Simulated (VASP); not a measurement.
# Sb (I4/mmm) in VASP: settings compared

The runs below take Sb through single point, with PBE, LDA, PBEsol.

Everything below comes from runs of VASP 6.6.1. Logs are shortened: lines on timing, memory, paths and dates and some standing lists are left out, and cuts for length are marked.

**1. The cell of the first run**

The structure is tetragonal, space group I4/mmm (No. 139). The conventional cell has a = 3.195 Å, b = 3.195 Å, c = 5.495 Å, α = 90.00°, β = 90.00°, γ = 90.00°. Sb (site symmetry 4/mmm) has 12 Sb at 3.19 to 3.56 Å within 4.2 Å.

**2. Single point, PBE**

Input file INCAR:

```
SYSTEM = Sb
ALGO = Normal
EDIFF = 1E-6
ENCUT = 520
GGA = PE
ISIF = 2
ISMEAR = -1
LASPH = .True.
LCHARG = .False.
LREAL = .False.
LWAVE = .False.
NBANDS = 8
NELM = 60
PREC = Accurate
SIGMA = 0.05
```

Input file KPOINTS:

```
k-points
0
Gamma
  12 12 12
  0 0 0
```

Input file POSCAR:

```
Sb
1.0
   -1.5972865120      1.5972865120      2.7476259243
    1.5972865120     -1.5972865120      2.7476259243
    1.5972865120      1.5972865120     -2.7476259243
Sb
1
Direct
    0.0000000000      0.0000000000      0.0000000000
```

Potentials or basis: VASP PAW PBE potentials, release 64 (Sb).

Started as:

```bash
> cat potpaw_PBE.64/Sb/POTCAR > POTCAR
> mpirun -np 1 vasp_std > vasp.out
```

OUTCAR:

```text
SYSTEM = Sb
   EDIFF = 1E-6
   ENCUT = 520
   GGA = PE
   ISIF = 2
   ISMEAR = -1
   LASPH = .True.
   LREAL = .False.
   NELM = 60
   PREC = Accurate

 ion  position               nearest neighbor table
   1  0.000  0.000  0.000-

  LATTYP: Found a body centered tetragonal cell.
 ALAT       =     3.1945730240
 C/A-ratio  =     1.7201835135

  Lattice vectors:

 A1 = (  -1.5972865120,   1.5972865120,   2.7476259243)
 A2 = (   1.5972865120,  -1.5972865120,   2.7476259243)
 A3 = (   1.5972865120,   1.5972865120,  -2.7476259243)

Analysis of symmetry for initial positions (statically):
=====================================================================
 Subroutine PRICEL returns:
 Original cell was already a primitive cell.

 Routine SETGRP: Setting up the symmetry group for a
 body centered tetragonal supercell.

 Subroutine GETGRP returns: Found 16 space group operations
 (whereof 16 operations were pure point group operations)
 out of a pool of 16 trial point group operations.

The static configuration has the point symmetry D_4h.

Analysis of symmetry for dynamics (positions and initial velocities):
=====================================================================
 Subroutine PRICEL returns:
 Original cell was already a primitive cell.

 Routine SETGRP: Setting up the symmetry group for a
 body centered tetragonal supercell.

 Subroutine GETGRP returns: Found 16 space group operations
 (whereof 16 operations were pure point group operations)
 out of a pool of 16 trial point group operations.

The dynamic configuration has the point symmetry D_4h.

 Subroutine INISYM returns: Found 16 space group operations
 (whereof 16 operations are pure point group operations),
 and found     1 'primitive' translations

----------------------------------------------------------------------------------------

                                     Primitive cell

  volume of cell :      28.0403

  direct lattice vectors                    reciprocal lattice vectors
    -1.597286512  1.597286512  2.747625924     0.000000000  0.313030878  0.181975281
     1.597286512 -1.597286512  2.747625924     0.313030878  0.000000000  0.181975281
     1.597286512  1.597286512 -2.747625924     0.313030878  0.313030878  0.000000000

  length of vectors
     3.556978581  3.556978581  3.556978581     0.362081943  0.362081943  0.442692514

  position of ions in fractional coordinates (direct lattice)
     0.000000000  0.000000000  0.000000000

  ion indices of the primitive-cell ions
   primitive index   ion index
                 1           1

----------------------------------------------------------------------------------------

 KPOINTS: k-points

Automatic generation of k-mesh.
 Grid dimensions read from file:
 generate k-points for:   12   12   12

 Generating k-lattice:

  Cartesian coordinates                     Fractional coordinates (reciprocal lattice)
     0.000000000  0.026085907  0.015164607     0.083333333 -0.000000000  0.000000000
     0.026085907  0.000000000  0.015164607    -0.000000000  0.083333333  0.000000000
     0.026085907  0.026085907  0.000000000     0.000000000  0.000000000  0.083333333

  Length of vectors
     0.030173495  0.030173495  0.036891043

  Shift w.r.t. Gamma in fractional coordinates (k-lattice)
     0.000000000  0.000000000  0.000000000

 Subroutine IBZKPT returns following result:
 ===========================================

 Found    163 irreducible k-points:

 Following reciprocal coordinates:
            Coordinates               Weight
  0.000000  0.000000  0.000000      1.000000
  0.083333  0.000000  0.000000      8.000000
  0.166667  0.000000  0.000000      8.000000
  0.250000 -0.000000  0.000000      8.000000
  0.333333  0.000000  0.000000      8.000000
  0.416667  0.000000 -0.000000      8.000000
[... 16 lines left out ...]
  0.500000  0.166667  0.000000     16.000000
 -0.416667  0.166667  0.000000     16.000000
 [... further k-points ...]
   k-points           NKPTS =    163   k-points in BZ     NKDIM =    163   number of bands    NBANDS=      8
   number of dos      NEDOS =    301   number of ions     NIONS =      1
   total plane-waves  NPLWV =  21952
   dimension x,y,z NGX =    28 NGY =   28 NGZ =   28
   dimension x,y,z NGXF=    56 NGYF=   56 NGZF=   56
   ions per type =               1
   NGX,Y,Z   is equivalent  to a cutoff of  13.09, 13.09, 13.09 a.u.
   NGXF,Y,Z  is equivalent  to a cutoff of  26.17, 26.17, 26.17 a.u.
 SYSTEM =  Sb
   PREC   = accura    normal or accurate (medium, high low for compatibility)
   ISTART =      0    job   : 0-new  1-cont  2-samecut
   ICHARG =      2    charge: 1-file 2-atom 10-const
   ISPIN  =      1    spin polarized calculation?
   LNONCOLLINEAR =      F non collinear calculations
   LSORBIT =      F    spin-orbit coupling
   LASPH  =      T    aspherical Exc in radial PAW
   ENCUT  =  520.0 eV  38.22 Ry    6.18 a.u.   6.61  6.61  6.61*2*pi/ulx,y,z
   NELM   =     60;   NELMIN=  2; NELMDL= -5     # of ELM steps
   EDIFF  = 0.1E-05   stopping-criterion for ELM
   LREAL  =      F    real-space projection
   EDIFFG = 0.1E-04   stopping-criterion for IOM
   NSW    =      0    number of steps for IOM
   IBRION =     -1    ionic relax: 0-MD 1-quasi-New 2-CG
   NFREE  =      0    steps in history (QN), initial steepest desc. (CG)
   ISIF   =      2    stress and relaxation
   ISYM   =      2    0-nonsym 1-usesym 2-fastsym
   POTIM  = 0.5000    time-step for ionic-motion
   TEBEG  =    0.0;   TEEND  =   0.0 temperature during run
   PSTRESS=    0.0 pullay stress
   NELECT =       5.0000    total number of electrons
   NUPDOWN=      -1.0000    fix difference up-down
   EMIN   =  10.00;   EMAX   =-10.00  energy-range for DOS
   EFERMI =   0.00;   METHOD = LEGACY
   ISMEAR =    -1;   SIGMA  =   0.05  broadening in eV -4-tet -1-fermi 0-gaus
   EFERMI_NEDOS =   21; number of points for ismear=-14 and -15
   IALGO  =     38    algorithm
   IMIX   =      4    mixing-type and parameters
     AMIX     =   0.40;   BMIX     =  1.00
     AMIX_MAG =   1.60;   BMIX_MAG =  1.00
  volume/ion in A,a.u.               =      28.04       189.23
  Fermi-wavevector in a.u.,A,eV,Ry     =   0.921447  1.741283 11.552228  0.849065
  Thomas-Fermi vector in A             =   2.046865
   LORBIT       =      0    0 simple, 1 ext, 2 COOP (PROOUT), +10 PAW based schemes
   GGA     = PE    functional components
   LHFCALC =     F    Hartree Fock is set to
   AEXX    =    0.0000 exact exchange contribution
   IVDW    =     0    specifies the selected vdW correction
   LEPSILON=     F    determine dielectric tensor
   LRPA    =     F    only Hartree local field effects (RPA)
 non-spin polarized calculation
  energy-cutoff  :      520.00
  volume of cell :       28.04
 maximum number of plane-waves:       768
   NGX = 13   NGY = 13   NGZ = 13

 number of electron       5.0000000 magnetization

 Free energy of the ion-electron system (eV)
  ---------------------------------------------------
  ext. energy  EPLUGINS =         0.00000000
  ---------------------------------------------------
  free energy    TOTEN  =        -3.84500252 eV

  energy without entropy =       -3.83918254  energy(sigma->0) =       -3.84209253

 E-fermi :   8.0153     XC(G=0): -10.0443

 val. band max:        8.0035248932   @ k =   0.3333   0.1667   0.0833
 cond. band min:       8.0435945060   @ k =   0.5000   0.2500   0.0000
 fundamental gap:      0.0400696129
 Fermi energy:         8.0153315028

 k-point     1 :       0.0000    0.0000    0.0000
  band No.  band energies     occupation
      1      -4.6368      2.00000
      2      12.3799      0.00000
      3      13.1734      0.00000
      4      13.1734      0.00000
      5      17.2363      0.00000
      6      18.4208      0.00000
      7      18.6098      0.00000
      8      18.6098      0.00000

 k-point     2 :       0.0833    0.0000    0.0000
  band No.  band energies     occupation
      1      -4.5027      2.00000
      2      11.7365      0.00000
      3      12.3505      0.00000
      4      13.1465      0.00000
      5      17.0645      0.00000
      6      17.5902      0.00000
      7      18.4535      0.00000
      8      18.8250      0.00000

 k-point     3 :       0.1667    0.0000    0.0000
  band No.  band energies     occupation
      1      -4.1032      2.00000
      2       9.5978      0.00000
      3      11.5630      0.00000
      4      13.0920      0.00000
      5      15.9536      0.00000
      6      17.4225      0.00000
      7      19.3012      0.00000
      8      19.3993      0.00000

 k-point     4 :       0.2500   -0.0000    0.0000
  band No.  band energies     occupation
      1      -3.4486      2.00000
      2       7.2445      2.00000
      3      10.8230      0.00000
      4      13.0571      0.00000
      5      15.1029      0.00000
      6      17.2814      0.00000
      7      19.8839      0.00000
      8      20.5990      0.00000

 k-point     5 :       0.3333    0.0000    0.0000
  band No.  band energies     occupation
      1      -2.5721      2.00000
      2       5.0679      2.00000
      3      10.2191      0.00000
      4      13.0645      0.00000
      5      14.5100      0.00000
      6      17.3464      0.00000
      7      19.3821      0.00000
      8      19.9662      0.00000
[... 177 lines left out ...]
 k-point    22 :       0.4167    0.1667    0.0000
  band No.  band energies     occupation
      1      -0.7566      2.00000
      2       3.2056      2.00000
      3       8.7016      0.00000
      4      10.1989      0.00000
      5      14.6863      0.00000
      6      16.3480      0.00000
      7      20.3485      0.00000
      8      21.6154      0.00000

 k-point    23 :       0.5000    0.1667    0.0000
  band No.  band energies     occupation
      1      -0.7347      2.00000
      2       3.1608      2.00000
      3       8.8960      0.00000
      4      10.3734      0.00000
      5      14.4472      0.00000
      6      16.2133      0.00000
      7      19.8650      0.00000
      8      21.2005      0.00000

 k-point    24 :      -0.4167    0.1667    0.0000
  band No.  band energies     occupation
      1      -1.5881      2.00000
      2       4.5087      2.00000
      3       9.2542      0.00000
      4      10.6381      0.00000
      5      14.5753      0.00000
      6      16.3158      0.00000
      7      18.3345      0.00000
      8      21.4606      0.00000

 [... further k-points ...]
[... 5 lines left out ...]
  --------------------------------------------------------------------------------------
  -------------------------------------------------------------------------------------
  Total       -0.1171915     -0.1171915     -0.1566810      0.0000000     -0.0000000      0.0000000
  in kB       -6.6961220     -6.6961220     -8.9524851      0.0000000     -0.0000000      0.0000000
  external PRESSURE =      -7.4482430 kB  Pullay stress =       0.0000000 kB

 VOLUME and BASIS-vectors are now :
 -----------------------------------------------------------------------------
  energy-cutoff  :      520.00
  volume of cell :       28.04
      direct lattice vectors                 reciprocal lattice vectors
    -1.597286512  1.597286512  2.747625924     0.000000000  0.313030878  0.181975281
     1.597286512 -1.597286512  2.747625924     0.313030878  0.000000000  0.181975281
     1.597286512  1.597286512 -2.747625924     0.313030878  0.313030878  0.000000000

 POSITION                                       TOTAL-FORCE (eV/Angst)
 -----------------------------------------------------------------------------------
      0.00000      0.00000      0.00000         0.000000     -0.000000     -0.000000
 -----------------------------------------------------------------------------------
    total drift:                                0.000000      0.000000     -0.000000

  FREE ENERGIE OF THE ION-ELECTRON SYSTEM (eV)
  ---------------------------------------------------
  free  energy   TOTEN  =        -3.8450025177 eV

  energy  without entropy=       -3.8391825406  energy(sigma->0) =       -3.84209253
```

Wall time 21 s (1 thread of AMD EPYC 7R13 (Zen 3), shared host); peak memory 0.15 GiB.

Results:

```
Free energy : -3.8450 eV
Pressure    : -0.7 GPa
```

Stress tensor (GPa, compression positive):
```
-0.67  0.00  0.00
 0.00 -0.67  0.00
 0.00  0.00 -0.90
```

Caveat: spin-orbit coupling is left out, which moves the levels of the heavy elements.

**3. Single point, PBE**

This run uses another cell than the first one, of 28.58 Å³/atom, 1.019 times its volume.

Input file INCAR:

```
PREC     = Accurate       # precision mode
ENCUT    = 520            # plane-wave cutoff, eV
EDIFF    = 1E-6           # SCF threshold, eV
ISMEAR   = -1             # smearing method
SIGMA    = 0.05           # smearing width, eV
LREAL    = False          # projectors in reciprocal space
LASPH    = True           # aspherical terms in the spheres
NELM     = 100            # most SCF steps
ALGO     = Normal         # electronic algorithm
ISIF     = 2              # what is computed and relaxed
LWAVE    = False          # write WAVECAR
LCHARG   = False          # write CHGCAR
GGA      = PE             # functional
NBANDS   = 8              # bands
```

Input file KPOINTS:

```
Automatic mesh
0
Gamma
  12 12 12
```

Input file POSCAR:

```
Sb
1.0
   -1.6074605858      1.6074605858      2.7651271982
    1.6074605858     -1.6074605858      2.7651271982
    1.6074605858      1.6074605858     -2.7651271982
Sb
1
Direct
    0.0000000000      0.0000000000      0.0000000000
```

Potentials or basis: VASP PAW PBE potentials, release 64 (Sb).

Started as:

```bash
> cat potpaw_PBE.64/Sb/POTCAR > POTCAR
> mpirun -np 1 vasp_std > vasp.out
```

Run time: 21 s. Hardware: 1 thread of AMD EPYC 7R13 (Zen 3), shared host; peak memory 0.15 GiB.

It converged, with:

* Free energy: -3.8407 eV
* Pressure: -1.8 GPa

Levels at points of the mesh, in eV from the Fermi level:
| k point | band 1 | band 2 | band 3 | band 4 | band 5 | band 6 | band 7 |
| --- | --- | --- | --- | --- | --- | --- | --- |
| (0.00, 0.00, 0.00) | -12.51 | 4.24 | 5.03 | 5.03 | 9.16 | 10.28 | 10.53 |
| (0.50, 0.00, 0.00) | -9.02 | -5.44 | 1.64 | 4.97 | 5.99 | 9.84 | 10.41 |
| (0.50, 0.50, 0.00) | -6.78 | -4.13 | -0.98 | 0.58 | 3.49 | 4.40 | 15.35 |
| (0.50, 0.50, 0.50) | -9.17 | -5.31 | 2.00 | 2.00 | 5.83 | 5.93 | 17.78 |

Caveat: spin-orbit coupling is left out, which moves the levels of the heavy elements.

**4. Single point, LDA**

Input file INCAR:

```
PREC = Accurate
ENCUT = 520
EDIFF = 1E-6
ISMEAR = -1
SIGMA = 0.05
LREAL = F
LASPH = T
NELM = 80
ALGO = Normal
ISIF = 2
LWAVE = F
LCHARG = F
GGA = CA
NBANDS = 8
```

KPOINTS is that of step 3.

POSCAR is that of step 3.

Potentials or basis: VASP PAW LDA potentials, release 64 (Sb).

Started as:

```bash
> cat potpaw_LDA.64/Sb/POTCAR > POTCAR
> mpirun -np 1 vasp_std > vasp.out
```

Wall time 18 s (1 thread of Intel Xeon Platinum 8488C (Sapphire Rapids), shared host); peak memory 0.16 GiB.

It converged, with:

| Property | Result |
| --- | --- |
| Free energy | -4.5081 eV |
| Pressure | -5.4 GPa |

Stress tensor (GPa, compression positive):
```
-5.59  0.00  0.00
 0.00 -5.59  0.00
 0.00  0.00 -4.98
```

Levels at points of the mesh, in eV from the Fermi level:
```csv
k point,band 1,band 2,band 3,band 4,band 5,band 6
"(0.00, 0.00, 0.00)",-12.52,4.16,4.95,4.95,9.01,10.14
"(0.50, 0.00, 0.00)",-9.06,-5.41,1.61,4.90,6.00,9.70
"(0.50, 0.50, 0.00)",-6.85,-4.11,-0.98,0.56,3.53,4.45
"(0.50, 0.50, 0.50)",-9.21,-5.28,1.97,1.97,5.85,5.93
```

Caveat: spin-orbit coupling is left out, which moves the levels of the heavy elements.

**5. Single point, PBEsol**

This run uses another cell than the first one, of 28.58 Å³/atom, 1.019 times its volume.

Input file INCAR:

```
PREC = Accurate
ENCUT = 520
EDIFF = 1E-6
ISMEAR = -1
SIGMA = 0.05
LREAL = False
LASPH = True
NELM = 60
ALGO = Normal
ISIF = 2
LWAVE = False
LCHARG = False
GGA = PS
NBANDS = 8
```

Input file KPOINTS:

```
regular mesh
0
Gamma
  12 12 12
```

POSCAR is that of step 4.

Potentials or basis: VASP PAW PBE potentials, release 64 (Sb).

Started as:

```bash
> cat potpaw_PBE.64/Sb/POTCAR > POTCAR
> mpirun -np 1 vasp_std > vasp.out
```

Run time: 15 s. Hardware: 1 thread of Intel Xeon Platinum 8488C (Sapphire Rapids), shared host; peak memory 0.18 GiB.

It converged, with:

```
Free energy : -4.2855 eV
Pressure    : -4.4 GPa
```

Stress tensor (GPa, compression positive):
```
-4.50  0.00  0.00
 0.00 -4.50  0.00
 0.00  0.00 -4.34
```

Levels at points of the mesh, in eV from the Fermi level:
```tsv
k point	band 1	band 2	band 3	band 4	band 5	band 6
(0.00, 0.00, 0.00)	-12.52	4.24	5.03	5.03	9.21	10.30
(0.50, 0.00, 0.00)	-9.02	-5.45	1.65	4.97	5.99	9.88
(0.50, 0.50, 0.00)	-6.78	-4.13	-0.97	0.58	3.46	4.41
(0.50, 0.50, 0.50)	-9.17	-5.32	2.00	2.00	5.86	5.91
```

Caveat: the PAW data sets were made with another functional, which shifts forces and pressure a little; spin-orbit coupling is left out, which moves the levels of the heavy elements.

**6. Overview**

| level | potentials or basis | cell | gap on the mesh (eV) | pressure (GPa) |
| --- | --- | --- | --- | --- |
| PBE | VASP PAW PBE potentials, release 64 (Sb) | a = 3.557 Å, angles 126.6, 126.6, 78.8°, 1 atom | none | -0.7 |
| PBE | VASP PAW PBE potentials, release 64 (Sb) | a = 3.580 Å, angles 126.6, 126.6, 78.8°, 1 atom | none | -1.8 |
| LDA | VASP PAW LDA potentials, release 64 (Sb) | a = 3.580 Å, angles 126.6, 126.6, 78.8°, 1 atom | none | -5.4 |
| PBEsol | VASP PAW PBE potentials, release 64 (Sb) | a = 3.580 Å, angles 126.6, 126.6, 78.8°, 1 atom | none | -4.4 |

Alike in all rows: task single point; no spin polarisation; k mesh 12 × 12 × 12; cutoff (eV) 520; smearing fermi-dirac 0.05 eV.

Caveats: spin-orbit coupling is left out, which moves the levels of the heavy elements; the PAW data sets were made with another functional, which shifts forces and pressure a little (some runs).

Absolute energies hang on the potentials; compare differences alone.
